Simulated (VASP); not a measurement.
# Zn (Cmcm) in VASP: single point with PBE

Aim: the single point of Zn with PBE.

Program: VASP 6.6.1. These are calculated values, not measurements. Logs are shortened: lines on timing, memory, paths and dates and some standing lists are left out, and cuts for length are marked.

## (1) The cell of the first run

It takes space group Cmcm (No. 63, orthorhombic). Conventional cell: a = 2.665 Å, b = 4.616 Å, c = 4.947 Å, α = 90.00°, β = 90.00°, γ = 90.00°. Within 3.5 Å of Zn (site symmetry m2m) lie 12 Zn at 2.66 to 3.04 Å.

## (2) Single point, PBE (one atom moved)

Input file INCAR:

```
PREC = Accurate
ENCUT = 520
EDIFF = 1E-6
ISMEAR = 0
SIGMA = 0.1
LREAL = False
LASPH = True
NELM = 100
ALGO = Fast
ISIF = 2
LWAVE = False
LCHARG = False
GGA = PE
NBANDS = 19
```

Input file KPOINTS:

```
Automatic mesh
0
Gamma
  15 15 8
```

Input file POSCAR:

```
Zn
1.0
    2.6647980532      0.0000000000      0.0000000000
   -1.3323990266      2.3077828100      0.0000000000
    0.0000000000      0.0000000000      4.9467000000
Zn
2
Direct
    0.3333333333      0.6666666667      0.2500000000
    0.7154147549      0.4308295097      0.7500000000
```

Potentials or basis: VASP PAW PBE potentials, release 64 (Zn).

The run is started by

```sh
> cat potpaw_PBE.64/Zn/POTCAR > POTCAR
> mpirun -np 1 vasp_std > vasp.out
```

OUTCAR:

```text
PREC = Accurate
   ENCUT = 520
   EDIFF = 1E-6
   ISMEAR = 0
   LREAL = False
   LASPH = True
   NELM = 100
   ISIF = 2
   GGA = PE

 ion  position               nearest neighbor table
   1  0.333  0.667  0.250-   2 2.86   2 2.86   2 2.86   2 2.86   2 3.04   2 3.04
   2  0.715  0.431  0.750-   1 2.86   1 2.86   1 2.86   1 2.86   1 3.04   1 3.04

  LATTYP: Found a hexagonal cell.
 ALAT       =     2.6647980532
 C/A-ratio  =     1.8563132745

  Lattice vectors:

 A1 = (   2.6647980532,   0.0000000000,   0.0000000000)
 A2 = (  -1.3323990266,   2.3077828100,   0.0000000000)
 A3 = (   0.0000000000,   0.0000000000,   4.9467000000)

Analysis of symmetry for initial positions (statically):
=====================================================================
 Subroutine PRICEL returns:
 Original cell was already a primitive cell.

 Routine SETGRP: Setting up the symmetry group for a
 hexagonal supercell.

 Subroutine GETGRP returns: Found  8 space group operations
 (whereof  2 operations were pure point group operations)
 out of a pool of 24 trial point group operations.

The static configuration has the point symmetry C_1h.
 The point group associated with its full space group is D_2h.

Analysis of symmetry for dynamics (positions and initial velocities):
=====================================================================
 Subroutine PRICEL returns:
 Original cell was already a primitive cell.

 Routine SETGRP: Setting up the symmetry group for a
 hexagonal supercell.

 Subroutine GETGRP returns: Found  8 space group operations
 (whereof  2 operations were pure point group operations)
 out of a pool of 24 trial point group operations.

The dynamic configuration has the point symmetry C_1h.
 The point group associated with its full space group is D_2h.

 Subroutine INISYM returns: Found  8 space group operations
 (whereof  2 operations are pure point group operations),
 and found     1 'primitive' translations

----------------------------------------------------------------------------------------

                                     Primitive cell

  volume of cell :      30.4211

  direct lattice vectors                    reciprocal lattice vectors
     2.664798053  0.000000000  0.000000000     0.375262958  0.216658170  0.000000000
[... 80 lines left out ...]
   ISPIN  =      1    spin polarized calculation?
   LNONCOLLINEAR =      F non collinear calculations
   LSORBIT =      F    spin-orbit coupling
   LASPH  =      T    aspherical Exc in radial PAW
   ENCUT  =  520.0 eV  38.22 Ry    6.18 a.u.   4.95  4.95  9.20*2*pi/ulx,y,z
   NELM   =    100;   NELMIN=  2; NELMDL= -5     # of ELM steps
   EDIFF  = 0.1E-05   stopping-criterion for ELM
   LREAL  =      F    real-space projection
   EDIFFG = 0.1E-04   stopping-criterion for IOM
   NSW    =      0    number of steps for IOM
   IBRION =     -1    ionic relax: 0-MD 1-quasi-New 2-CG
   NFREE  =      0    steps in history (QN), initial steepest desc. (CG)
   ISIF   =      2    stress and relaxation
   ISYM   =      2    0-nonsym 1-usesym 2-fastsym
   POTIM  = 0.5000    time-step for ionic-motion
   TEBEG  =    0.0;   TEEND  =   0.0 temperature during run
   PSTRESS=    0.0 pullay stress
   NELECT =      24.0000    total number of electrons
   NUPDOWN=      -1.0000    fix difference up-down
   EMIN   =  10.00;   EMAX   =-10.00  energy-range for DOS
   EFERMI =   0.00;   METHOD = LEGACY
   ISMEAR =     0;   SIGMA  =   0.10  broadening in eV -4-tet -1-fermi 0-gaus
   EFERMI_NEDOS =   21; number of points for ismear=-14 and -15
   IALGO  =     68    algorithm
   IMIX   =      4    mixing-type and parameters
     AMIX     =   0.40;   BMIX     =  1.00
     AMIX_MAG =   1.60;   BMIX_MAG =  1.00
  volume/ion in A,a.u.               =      15.21       102.65
  Fermi-wavevector in a.u.,A,eV,Ry     =   1.512703  2.858594 31.133805  2.288270
  Thomas-Fermi vector in A             =   2.622592
   LORBIT       =      0    0 simple, 1 ext, 2 COOP (PROOUT), +10 PAW based schemes
   GGA     = PE    functional components
   LHFCALC =     F    Hartree Fock is set to
   AEXX    =    0.0000 exact exchange contribution
   IVDW    =     0    specifies the selected vdW correction
   LEPSILON=     F    determine dielectric tensor
   LRPA    =     F    only Hartree local field effects (RPA)
 non-spin polarized calculation
 RMM-DIIS sequential band-by-band and
 Gauss-broadening in eV      SIGMA  =   0.10
  energy-cutoff  :      520.00
  volume of cell :       30.42
 maximum number of plane-waves:       855
   NGX =  9   NGY =  9   NGZ = 19

 number of electron      24.0000012 magnetization

 Free energy of the ion-electron system (eV)
  ---------------------------------------------------
  ext. energy  EPLUGINS =         0.00000000
  ---------------------------------------------------
  free energy    TOTEN  =        -2.20392894 eV

  energy without entropy =       -2.20227821  energy(sigma->0) =       -2.20310357

 E-fermi :   3.1697     XC(G=0): -11.5503

 val. band max:        3.1683353315   @ k =   0.2000   0.0667   0.1250
 cond. band min:       3.1751946071   @ k =   0.3333   0.3333   0.1250
 fundamental gap:      0.0068592756
 Fermi energy:         3.1697256925

 k-point     1 :       0.0000    0.0000    0.0000
  band No.  band energies     occupation
      1      -7.2887      2.00000
      2      -5.4925      2.00000
      3      -4.8269      2.00000
      4      -4.5864      2.00000
      5      -4.5562      2.00000
      6      -4.5291      2.00000
[... 505 lines left out ...]
      6      -4.5021      2.00000
[... 11 lines left out ...]
     18      18.3301      0.00000
     19      19.7813      0.00000

 [... further k-points ...]

------------------------ aborting loop because EDIFF is reached ----------------------------------------

  FORCE on cell =-STRESS in cart. coord.  units (eV):
  Direction    XX          YY          ZZ          XY          YZ          ZX
  --------------------------------------------------------------------------------------
  -------------------------------------------------------------------------------------
  Total       -0.3023270     -0.0230326      0.5108433      0.0000000     -0.0000000      0.0000000
  in kB      -15.9225547     -1.2130507     26.9044102      0.0000000     -0.0000000      0.0000000
  external PRESSURE =       3.2562683 kB  Pullay stress =       0.0000000 kB

 VOLUME and BASIS-vectors are now :
 -----------------------------------------------------------------------------
  energy-cutoff  :      520.00
  volume of cell :       30.42
      direct lattice vectors                 reciprocal lattice vectors
     2.664798053  0.000000000  0.000000000     0.375262958  0.216658170  0.000000000
    -1.332399027  2.307782810  0.000000000     0.000000000  0.433316340  0.000000000
     0.000000000  0.000000000  4.946700000     0.000000000  0.000000000  0.202154972

 POSITION                                       TOTAL-FORCE (eV/Angst)
 -----------------------------------------------------------------------------------
     -0.00000      1.53852      1.23667        -0.000000      0.081287     -0.000000
      1.33240      0.99426      3.71002         0.000000     -0.081287      0.000000
 -----------------------------------------------------------------------------------
    total drift:                               -0.000001     -0.000034     -0.000000

  FREE ENERGIE OF THE ION-ELECTRON SYSTEM (eV)
  ---------------------------------------------------
  free  energy   TOTEN  =        -2.2039289386 eV

  energy  without entropy=       -2.2022782099  energy(sigma->0) =       -2.20310357
```

OSZICAR:

```text
N       E                     dE             d eps       ncg     rms          rms(c)
DAV:   1     0.114595496801E+03    0.11460E+03   -0.12332E+04 12496   0.201E+03
DAV:   2     0.285128621478E+01   -0.11174E+03   -0.10787E+03 12223   0.298E+02
DAV:   3    -0.238075162408E+01   -0.52320E+01   -0.52102E+01 13410   0.707E+01
DAV:   4    -0.241273503215E+01   -0.31983E-01   -0.31975E-01 13307   0.573E+00
DAV:   5    -0.241277612827E+01   -0.41096E-04   -0.41096E-04 13179   0.186E-01    0.397E+00
RMM:   6    -0.221704513822E+01    0.19573E+00   -0.73285E-01 13977   0.102E+01    0.305E+00
RMM:   7    -0.220894451197E+01    0.81006E-02   -0.21189E-02 14458   0.205E+00    0.153E+00
RMM:   8    -0.220396553458E+01    0.49790E-02   -0.55230E-03 13640   0.664E-01    0.111E-01
RMM:   9    -0.220396860171E+01   -0.30671E-05   -0.15880E-03 14898   0.565E-01    0.972E-02
RMM:  10    -0.220392691511E+01    0.41687E-04   -0.22886E-04 14605   0.164E-01    0.650E-03
RMM:  11    -0.220392896569E+01   -0.20506E-05   -0.16814E-05 14493   0.467E-02    0.353E-03
RMM:  12    -0.220392893857E+01    0.27117E-07   -0.13143E-06  8778   0.136E-02
   1 F= -.22039289E+01 E0= -.22031036E+01  d E =-.165073E-02
```

stdout:

```text
POSCAR found type information on POSCAR Zn
 POSCAR found :  1 types and       2 ions
 scaLAPACK will be used
 LDA part: xc-table for (Slater+PW92), standard interpolation
 POSCAR, INCAR and KPOINTS ok, starting setup
 FFT: planning ... GRIDC
 FFT: planning ... GRID_SOFT
 FFT: planning ... GRID
 WAVECAR not read
 entering main loop
WARNING in EDDRMM: call to ZHEGV failed, returncode =   8  4     17
WARNING in EDDRMM: call to ZHEGV failed, returncode =   8  4     19
WARNING in EDDRMM: call to ZHEGV failed, returncode =   6  3     18
WARNING in EDDRMM: call to ZHEGV failed, returncode =   6  3     15
```

Run time: 82 s. Hardware: 1 thread of Oxide Virtual Turin-like, shared host; peak memory 0.23 GiB.

What came out:

- Free energy: -2.2039 eV
- Pressure: 0.3 GPa
- Largest force: 0.081 eV/Å
- Band gap on the k mesh: zero (bands 12 and 13 overlap by 4.80 eV)

Forces in eV/Å, atoms in the order of the input:
```
Zn   0.000  0.081  0.000
Zn   0.000 -0.081  0.000
```

Levels at points of the mesh, in eV from the Fermi level:
```csv
k point,band 9,band 10,band 11,band 12,band 13,band 14,band 15,band 16
"(0.00, 0.00, 0.00)",-7.30,-7.22,-7.11,-3.69,-3.10,13.56,17.03,17.19
"(0.00, 0.00, 0.50)",-7.25,-7.25,-7.24,-7.24,4.53,4.53,18.65,18.65
```

Caveat: the cell differs from its parent crystal (one atom moved).
